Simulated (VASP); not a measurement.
LiSi16 (a cell with a defect), 17 atoms in the cell. The cell holds a defect, 17 atoms: a = 7.679 Å, b = 7.679 Å, c = 7.679 Å, α = 60.00°, β = 60.00°, γ = 60.00°. 

```yaml
Program: VASP 6.6.1
Task: single point
Functional: PBE
Potentials_or_basis: VASP PAW PBE potentials, release 64 (Si, Li_sv)
Cutoff: 520 eV
k_mesh: 2 × 2 × 2
Occupations: fermi-dirac, width 0.02 eV
Spin: no spin polarisation
Dipole_correction: no
Charge: 1
Further_INCAR_settings: LREAL = Auto; ALGO = Normal; EDIFF = 1e-06; NBANDS = 48; NELECT = 66.0
```

Potentials or basis: VASP PAW PBE potentials, release 64 (Si, Li_sv).

Launch:

```bash
$ cat potpaw_PBE.64/Si/POTCAR potpaw_PBE.64/Li_sv/POTCAR > POTCAR
$ mpirun -np 1 vasp_std > vasp.out
```

Hardware: 1 thread of Intel(R) Xeon(R) Platinum 8259CL CPU @ 2.50GHz (Skylake/Cascade Lake), with other jobs on the host.

**Question.** How long does it take, and how much memory?

**Answer.** It took 3.3 min on 1 thread of Intel(R) Xeon(R) Platinum 8259CL CPU @ 2.50GHz (Skylake/Cascade Lake) (shared host), peak memory 0.48 GiB. Counts: scf iterations 14, k points 8.
